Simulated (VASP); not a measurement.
# SiO2 (P2_13) in VASP: notebook, part 2 of 3

VASP 6.6.1.

## (3) Electric field gradients, PBE

Contents of INCAR:

```
PREC = Accurate
ENCUT = 520
EDIFF = 1E-8
ISMEAR = -1
SIGMA = 0.02
LREAL = Auto
LASPH = T
NELM = 80
ALGO = Normal
ISIF = 2
LWAVE = F
LCHARG = F
GGA = PE
LEFG = T
NBANDS = 82
```

Contents of KPOINTS:

```
Automatic mesh
0
Gamma
  4 4 4
```

Contents of POSCAR:

```
SiO2
1.0
    7.1600000000      0.0000000000      0.0000000000
    0.0000000000      7.1600000000      0.0000000000
    0.0000000000      0.0000000000      7.1600000000
Si O
8 16
Direct
    0.2550000000      0.2550000000      0.2550000000
    0.2450000000      0.7450000000      0.7550000000
    0.7550000000      0.2450000000      0.7450000000
    0.7450000000      0.7550000000      0.2450000000
    0.9920000000      0.9920000000      0.9920000000
    0.5080000000      0.0080000000      0.4920000000
    0.4920000000      0.5080000000      0.0080000000
    0.0080000000      0.4920000000      0.5080000000
    0.1250000000      0.1250000000      0.1250000000
    0.3750000000      0.8750000000      0.6250000000
    0.6250000000      0.3750000000      0.8750000000
    0.8750000000      0.6250000000      0.3750000000
    0.6600000000      0.6600000000      0.0620000000
    0.8400000000      0.3400000000      0.5620000000
    0.1600000000      0.8400000000      0.9380000000
    0.3400000000      0.1600000000      0.4380000000
    0.0620000000      0.6600000000      0.6600000000
    0.5620000000      0.8400000000      0.3400000000
    0.9380000000      0.1600000000      0.8400000000
    0.4380000000      0.3400000000      0.1600000000
    0.6600000000      0.0620000000      0.6600000000
    0.3400000000      0.5620000000      0.8400000000
    0.8400000000      0.9380000000      0.1600000000
    0.1600000000      0.4380000000      0.3400000000
```

Potentials or basis: VASP PAW PBE potentials, release 64 (Si, O).

Command:

```sh
cat potpaw_PBE.64/Si/POTCAR potpaw_PBE.64/O/POTCAR > POTCAR
mpirun -np 1 vasp_std > vasp.out
```

OUTCAR:

```text
PREC = Accurate
   ENCUT = 520
   EDIFF = 1E-8
   ISMEAR = -1
   LREAL = Auto
   LASPH = T
   NELM = 80
   ISIF = 2
   GGA = PE

 ion  position               nearest neighbor table
   1  0.255  0.255  0.255-  16 1.60  20 1.60  24 1.60   9 1.61   7 3.05   8 3.05   6 3.05
   2  0.245  0.745  0.755-  15 1.60  17 1.60  22 1.60  10 1.61   7 3.05   8 3.05   5 3.05
   3  0.755  0.245  0.745-  14 1.60  19 1.60  21 1.60  11 1.61   6 3.05   8 3.05   5 3.05
   4  0.745  0.755  0.245-  13 1.60  18 1.60  23 1.60  12 1.61   6 3.05   7 3.05   5 3.05
   5  0.992  0.992  0.992-   9 1.65  15 1.67  19 1.67  23 1.67   3 3.05   4 3.05   2 3.05
   6  0.508  0.008  0.492-  10 1.65  16 1.67  18 1.67  21 1.67   3 3.05   4 3.05   1 3.05
   7  0.492  0.508  0.008-  11 1.65  13 1.67  20 1.67  22 1.67   2 3.05   4 3.05   1 3.05
   8  0.008  0.492  0.508-  12 1.65  14 1.67  17 1.67  24 1.67   2 3.05   3 3.05   1 3.05
   9  0.125  0.125  0.125-   1 1.61   5 1.65
  10  0.375  0.875  0.625-   2 1.61   6 1.65
  11  0.625  0.375  0.875-   3 1.61   7 1.65
  12  0.875  0.625  0.375-   4 1.61   8 1.65
  13  0.660  0.660  0.062-   4 1.60   7 1.67
  14  0.840  0.340  0.562-   3 1.60   8 1.67
[... 8 lines left out ...]
  23  0.840  0.938  0.160-   4 1.60   5 1.67
  24  0.160  0.438  0.340-   1 1.60   8 1.67

  LATTYP: Found a simple cubic cell.
 ALAT       =     7.1600000000

  Lattice vectors:

 A1 = (   7.1600000000,   0.0000000000,   0.0000000000)
 A2 = (   0.0000000000,   7.1600000000,   0.0000000000)
 A3 = (   0.0000000000,   0.0000000000,   7.1600000000)

Analysis of symmetry for initial positions (statically):
=====================================================================
 Subroutine PRICEL returns:
 Original cell was already a primitive cell.

 Routine SETGRP: Setting up the symmetry group for a
 simple cubic supercell.

 Subroutine GETGRP returns: Found 12 space group operations
 (whereof  3 operations were pure point group operations)
 out of a pool of 48 trial point group operations.

The static configuration has the point symmetry C_3 .
 The point group associated with its full space group is T   .

Analysis of symmetry for dynamics (positions and initial velocities):
=====================================================================
 Subroutine PRICEL returns:
 Original cell was already a primitive cell.

 Routine SETGRP: Setting up the symmetry group for a
 simple cubic supercell.

 Subroutine GETGRP returns: Found 12 space group operations
 (whereof  3 operations were pure point group operations)
 out of a pool of 48 trial point group operations.

The dynamic configuration has the point symmetry C_3 .
 The point group associated with its full space group is T   .

 Subroutine INISYM returns: Found 12 space group operations
 (whereof  3 operations are pure point group operations),
 and found     1 'primitive' translations

----------------------------------------------------------------------------------------

                                     Primitive cell

  volume of cell :     367.0617
[... 150 lines left out ...]
 non-spin polarized calculation
  energy-cutoff  :      520.00
  volume of cell :      367.06
 maximum number of plane-waves:      9952
 NGX is ok and might be reduce to    54
   NGX = 27   NGY = 27   NGZ = 27

 number of electron     128.0000065 magnetization

 Free energy of the ion-electron system (eV)
  ---------------------------------------------------
  ext. energy  EPLUGINS =         0.00000000
  ---------------------------------------------------
  free energy    TOTEN  =      -184.32337445 eV

  energy without entropy =     -184.32337445  energy(sigma->0) =     -184.32337445

 E-fermi :   0.4613     XC(G=0):  -8.0828

 val. band max:       -0.0647774340   @ k =   0.5000   0.5000   0.2500
 cond. band min:       4.0951750715   @ k =   0.0000   0.0000   0.0000
 fundamental gap:      4.1599525055
 Fermi energy:         0.4613481242

 k-point     1 :       0.0000    0.0000    0.0000
  band No.  band energies     occupation
      1     -19.6507      2.00000
      2     -18.9518      2.00000
      3     -18.9518      2.00000
      4     -18.9518      2.00000
      5     -18.5295      2.00000
      6     -18.5295      2.00000
[... 858 lines left out ...]
     75       8.6887      0.00000
     76       8.6887      0.00000
 [bands above 76 left out]

------------------------ aborting loop because EDIFF is reached ----------------------------------------

  FORCE on cell =-STRESS in cart. coord.  units (eV):
  Direction    XX          YY          ZZ          XY          YZ          ZX
  --------------------------------------------------------------------------------------
  -------------------------------------------------------------------------------------
  Total        7.4918693      7.4918693      7.4918693      0.0000000      0.0000000      0.0000000
  in kB       32.7010507     32.7010507     32.7010507      0.0000000      0.0000000      0.0000000
  external PRESSURE =      32.7010507 kB  Pullay stress =       0.0000000 kB

 VOLUME and BASIS-vectors are now :
 -----------------------------------------------------------------------------
  energy-cutoff  :      520.00
  volume of cell :      367.06
      direct lattice vectors                 reciprocal lattice vectors
     7.160000000  0.000000000  0.000000000     0.139664804  0.000000000  0.000000000
     0.000000000  7.160000000  0.000000000     0.000000000  0.139664804  0.000000000
     0.000000000  0.000000000  7.160000000     0.000000000  0.000000000  0.139664804

 POSITION                                       TOTAL-FORCE (eV/Angst)
 -----------------------------------------------------------------------------------
      1.82580      1.82580      1.82580        -0.855763     -0.855763     -0.855763
      1.75420      5.33420      5.40580         0.855763      0.855763     -0.855763
      5.40580      1.75420      5.33420        -0.855763      0.855763      0.855763
      5.33420      5.40580      1.75420         0.855763     -0.855763      0.855763
      7.10272      7.10272      7.10272         2.023623      2.023623      2.023623
      3.63728      0.05728      3.52272        -2.023623     -2.023623      2.023623
[... 16 lines left out ...]
      6.01440      6.71608      1.14560         1.775114      0.905567     -2.280007
      1.14560      3.13608      2.43440        -1.775114      0.905567      2.280007
 -----------------------------------------------------------------------------------
    total drift:                                0.000000      0.000001      0.000000

  FREE ENERGIE OF THE ION-ELECTRON SYSTEM (eV)
  ---------------------------------------------------
  free  energy   TOTEN  =      -184.3233744538 eV

  energy  without entropy=     -184.3233744538  energy(sigma->0) =     -184.32337445

 Electric field gradients (V/A^2)
---------------------------------------------------------------------
 ion       V_xx      V_yy      V_zz      V_xy      V_xz      V_yz
---------------------------------------------------------------------
   1       0.000     0.000     0.000    -8.286    -8.286    -8.286
   2      -0.000     0.000     0.000    -8.286     8.286     8.286
   3       0.000    -0.000     0.000     8.286     8.286    -8.286
   4       0.000     0.000     0.000     8.286    -8.286     8.286
   5      -0.000     0.000     0.000    13.688    13.688    13.688
   6      -0.000    -0.000     0.000    13.688   -13.688   -13.688
[... 16 lines left out ...]
  23     -36.004    -3.329    39.333    12.126   -65.396   -34.988
  24     -36.004    -3.329    39.333   -12.126   -65.396    34.988
---------------------------------------------------------------------

 Electric field gradients after diagonalization (V/A^2)
 (convention: |V_zz| > |V_xx| > |V_yy|)
----------------------------------------------------------------------
 ion       V_xx      V_yy      V_zz     asymmetry (V_yy - V_xx)/ V_zz
----------------------------------------------------------------------
   1       8.286     8.286   -16.572       0.000
   2       8.286     8.286   -16.572       0.000
   3       8.286     8.286   -16.572       0.000
   4       8.286     8.286   -16.572       0.000
   5     -13.688   -13.688    27.376       0.000
   6     -13.688   -13.688    27.376       0.000
[... 16 lines left out ...]
  23     -74.591   -16.577    91.168       0.636
  24     -74.591   -16.577    91.168       0.636
----------------------------------------------------------------------

           NMR quadrupolar parameters

 Cq : quadrupolar parameter    Cq=e*Q*V_zz/h
 eta: asymmetry parameters     (V_yy - V_xx)/ V_zz
 Q  : nuclear electric quadrupole moment in mb (millibarn)
----------------------------------------------------------------------
 ion       Cq(MHz)       eta       Q (mb)
----------------------------------------------------------------------
   1      -0.040       0.000       1.000
   2      -0.040       0.000       1.000
   3      -0.040       0.000       1.000
   4      -0.040       0.000       1.000
   5       0.066       0.000       1.000
   6       0.066       0.000       1.000
[... 16 lines left out ...]
  23       0.220       0.636       1.000
  24       0.220       0.636       1.000
----------------------------------------------------------------------
```

Run time: 17 min. Hardware: 1 thread of Oxide Virtual Turin-like, shared host; peak memory 0.47 GiB.

Results:

- Free energy: -184.3234 eV
- Pressure: 3.3 GPa
- Largest force: 3.505 eV/Å
- Band gap on the k mesh: 4.16 eV (least direct gap 4.18 eV)
- Largest electric field gradient by atom: Si -16.6, +27.4 (each value once); O +103.6, +91.2 (each value once) V/Å²

Forces in eV/Å, atoms in the order of the input:
```
Si  -0.856 -0.856 -0.856
Si   0.856  0.856 -0.856
Si  -0.856  0.856  0.856
Si   0.856 -0.856  0.856
Si   2.024  2.024  2.024
Si  -2.024 -2.024  2.024
Si   2.024 -2.024 -2.024
Si  -2.024  2.024 -2.024
O    1.309  1.309  1.309
O   -1.309 -1.309  1.309
O    1.309 -1.309 -1.309
O   -1.309  1.309 -1.309
O   -2.280 -1.775 -0.906
O    2.280  1.775 -0.906
O   -2.280  1.775  0.906
O    2.280 -1.775  0.906
O   -0.906 -2.280 -1.775
O   -0.906  2.280  1.775
O    0.906 -2.280  1.775
O    0.906  2.280 -1.775
O   -1.775 -0.906 -2.280
O    1.775 -0.906  2.280
O    1.775  0.906 -2.280
O   -1.775  0.906  2.280
```

Electric field gradients, principal values (V/Å²):
```csv
atom,least,middle,greatest (by size)
1 Si,8.286,8.286,-16.572
2 Si,8.286,8.286,-16.572
3 Si,8.286,8.286,-16.572
4 Si,8.286,8.286,-16.572
5 Si,-13.688,-13.688,27.376
6 Si,-13.688,-13.688,27.376
7 Si,-13.688,-13.688,27.376
8 Si,-13.688,-13.688,27.376
9 O,-51.801,-51.801,103.602
10 O,-51.801,-51.801,103.602
11 O,-51.801,-51.801,103.602
12 O,-51.801,-51.801,103.602
13 O,-16.577,-74.591,91.168
14 O,-16.577,-74.591,91.168
15 O,-16.577,-74.591,91.168
16 O,-16.577,-74.591,91.168
17 O,-16.577,-74.591,91.168
18 O,-16.577,-74.591,91.168
19 O,-16.577,-74.591,91.168
20 O,-16.577,-74.591,91.168
21 O,-16.577,-74.591,91.168
22 O,-16.577,-74.591,91.168
23 O,-16.577,-74.591,91.168
24 O,-16.577,-74.591,91.168
```

Caveat: the cell stands under pressure; without QUAD_EFG the Cq values of the log hold for a quadrupole moment of 1 mb, not for the nuclei; forces of over 1 eV/Å act on the atoms, so gaps and moduli don't describe the material at rest. A hybrid or GW would open this gap; PBE tends to underestimate it.

(Part 2 of 3 ends here.)
